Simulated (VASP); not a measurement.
Set up this calculation in VASP 6.6.1, as the native input.

```
Task                   : relaxation of cell and atoms
Functional             : PBE
Potentials or basis    : VASP PAW PBE potentials, release 64 (Co, Si)
Cutoff                 : 600 eV
k mesh                 : 14 × 14 × 14
Occupations            : fermi-dirac, width 0.05 eV
Spin                   : no spin polarisation
Target pressure        : -0.00054 GPa
Dipole correction      : no
Further INCAR settings : ALGO = Normal; EDIFF = 1e-06; IBRION = 2; EDIFFG = -0.005; NSW = 60; ISIF = 3
```

The structure of CoSi (rocksalt type) lies in POSCAR:

```
CoSi
1.0
    0.0000000000      2.3313245302      2.3313245302
    2.3313245302      0.0000000000      2.3313245302
    2.3313245302      2.3313245302      0.0000000000
Co Si
1 1
Direct
    0.0000000000      0.0000000000      0.0000000000
    0.5000000000      0.5000000000      0.5000000000
```

The input as run:

INCAR

```
ALGO = Normal ; EDIFF = 1E-6
EDIFFG = -0.005 ; ENCUT = 600
GGA = PE ; IBRION = 2
ISIF = 3 ; ISMEAR = -1
LASPH = True ; LCHARG = False
LREAL = False ; LWAVE = False
NELM = 80 ; NSW = 60
PREC = Accurate ; PSTRESS = -0.0054
SIGMA = 0.05
```

KPOINTS

```
k-points
0
Gamma
  14 14 14
```

Potentials or basis: VASP PAW PBE potentials, release 64 (Co, Si).

Launch:

```bash
$ cat potpaw_PBE.64/Co/POTCAR potpaw_PBE.64/Si/POTCAR > POTCAR
$ mpirun -np 1 vasp_std > vasp.out
```

Results of the run:

```yaml
Pressure_after_relaxing: 0.0 GPa
Band_gap_on_the_k_mesh: zero (an odd number of electrons rules out a gap without spin polarisation)
```

Caveat: the relaxation stopped at its first step, so nothing moved; the cell is relaxed towards a set pressure, so the run minimises the enthalpy, not the energy; the run has no spin polarisation, though such a crystal can be magnetic.

Wall time 53 s on 1 thread of AMD EPYC 7R13, with other jobs on the host, peak memory 0.16 GiB.
